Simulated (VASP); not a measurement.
Wanted: the native input for a VASP 6.6.1 run.

```
Task                   : single point
Functional             : PBEsol
Potentials or basis    : VASP PAW PBE potentials, release 64 (O, H, Cl)
Cutoff                 : 520 eV
k mesh                 : 1 × 1 × 1
Occupations            : fermi-dirac, width 0.02 eV
Spin                   : no spin polarisation
Dipole correction      : no
Further INCAR settings : ALGO = Normal; EDIFF = 1e-06; NBANDS = 33
```

The structure of H9ClO4 lies in POSCAR:

```
H9ClO4
1.0
    6.0577750000      0.0000000000      0.0000000000
    0.0000000000      6.0577750000      0.0000000000
    0.0000000000      0.0000000000      6.0577750000
O H Cl
4 9 1
Direct
   -0.0654365671      0.3417756520      0.2273276904
    0.2863427579      0.1807099141      0.9548555369
    0.8902938785      0.1247157578      0.5676011407
    0.1695176859      0.7580506044      0.3059704264
   -0.1855301658      0.2300844782      0.2869040200
   -0.0044570820      0.2348717144      0.1142828844
    0.2515940259      0.0244149048      0.9981882787
    0.2963794462      0.2655925649      1.1055049090
    0.9009743677      0.1846882725      0.7200003302
    0.7596518524      0.0244149048      0.5999397469
    0.0968177260      0.8615869688      0.4002459649
    0.0498037646      0.6648480672      0.2333199896
    0.7086100095      0.4383457623      0.8407377296
    0.6428597959      0.6405487163      0.9014695990
```

One way to write it, as run:

INCAR

```
SYSTEM = H9ClO4
PREC     = Accurate       ! precision mode
ENCUT    = 520            ! plane-wave cutoff, eV
EDIFF    = 1E-6           ! SCF threshold, eV
ISMEAR   = -1             ! smearing method
SIGMA    = 0.02           ! smearing width, eV
LREAL    = .FALSE.        ! projectors in reciprocal space
LASPH    = .TRUE.         ! aspherical terms in the spheres
NELM     = 100            ! most SCF steps
ALGO     = Normal         ! electronic algorithm
ISIF     = 2              ! what is computed and relaxed
LWAVE    = .FALSE.        ! write WAVECAR
LCHARG   = .FALSE.        ! write CHGCAR
GGA      = PS             ! functional
NBANDS   = 33             ! bands
```

KPOINTS

```
regular mesh
0
G
  1 1 1
  0 0 0
```

Potentials or basis: VASP PAW PBE potentials, release 64 (O, H, Cl).

Launch:

```bash
$ cat potpaw_PBE.64/O/POTCAR potpaw_PBE.64/H/POTCAR potpaw_PBE.64/Cl/POTCAR > POTCAR
$ mpirun -np 1 vasp_gam > vasp.out
```

Results of the run:

```json
{
 "Pressure": "-2.4 GPa",
 "Largest force": "3.472 eV/Å"
}
```

Caveat: the k points lie up to 1.04 Å⁻¹ apart; the atoms stand as in a frame of molecular dynamics; the PAW data sets were made with another functional, which shifts forces and pressure a little.

It took 19 s on 1 thread of Intel Xeon 8259CL, on a shared host, peak memory 0.3 GiB.
